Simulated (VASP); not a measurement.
Set up this calculation in VASP 6.6.1, as the native input.

```yaml
Task: single point
Functional: PBE-based global hybrid with 75 % exact exchange
Potentials_or_basis: VASP PAW PBE potentials, release 64 (Mg, H)
Cutoff: 520 eV
k_mesh: 4 × 4 × 4
Occupations: fermi-dirac, width 0.02 eV
Spin: no spin polarisation
Dipole_correction: no
Grid_for_exact_exchange_PRECFOCK: Normal
Share_of_exact_exchange: 0.75
Further_INCAR_settings: ALGO = Normal; EDIFF = 1e-06; NBANDS = 9
```

MgH2:

```xyz
3
Lattice="0.0000 2.3650 2.3650 2.3650 0.0000 2.3650 2.3650 2.3650 0.0000" Properties=species:S:1:pos:R:3 pbc="T T T"
Mg    0.0000    0.0000    0.0000
H     1.1825    1.1825    1.1825
H     3.5474    3.5474    3.5474
```

The input as run:

POSCAR

```
MgH2
1.0
    0.0000000000      2.3649613280      2.3649613280
    2.3649613280      0.0000000000      2.3649613280
    2.3649613280      2.3649613280      0.0000000000
Mg H
1 2
Direct
    0.0000000000      0.0000000000      0.0000000000
    0.2500000000      0.2500000000      0.2500000000
    0.7500000000      0.7500000000      0.7500000000
```

INCAR.step1

```
SYSTEM = MgH2
PREC = Accurate ; ENCUT = 520
EDIFF = 1E-5 ; ISMEAR = -1
SIGMA = 0.02 ; LREAL = .False.
LASPH = .True. ; NELM = 120
ALGO = Normal ; ISIF = 2
LWAVE = .True. ; LCHARG = .False.
GGA = PE ; NBANDS = 9
GGA_COMPAT = .False.
```

INCAR.step2

```
SYSTEM = MgH2
PREC = Accurate ; ENCUT = 520
EDIFF = 1E-6 ; ISMEAR = -1
SIGMA = 0.02 ; LREAL = .False.
LASPH = .True. ; NELM = 120
ALGO = Normal ; ISIF = 2
LWAVE = .False. ; LCHARG = .False.
GGA = PE ; LHFCALC = .True.
AEXX = 0.75 ; PRECFOCK = Normal
ISTART = 1 ; NBANDS = 9
GGA_COMPAT = .False.
```

KPOINTS

```
Automatic mesh
0
Gamma
  4 4 4
  0 0 0
```

Potentials or basis: VASP PAW PBE potentials, release 64 (Mg, H).

Launch:

```bash
$ cat potpaw_PBE.64/Mg/POTCAR potpaw_PBE.64/H/POTCAR > POTCAR
$ cp INCAR.step1 INCAR
$ mpirun -np 1 vasp_std > vasp.out
$ cp INCAR.step2 INCAR
$ mpirun -np 1 vasp_std > vasp.out
```

Results of the run:

| Quantity | Value |
| --- | --- |
| Pressure | -2.5 GPa |
| Band gap on the k mesh | zero (bands 2 and 3 overlap by 0.24 eV) |

Caveat: the k points lie up to 0.58 Å⁻¹ apart; the PAW data sets were made with another functional, which shifts forces and pressure a little.

Wall time 120 s on 1 thread of Intel Xeon 8259CL (shared host), peak memory 0.16 GiB.
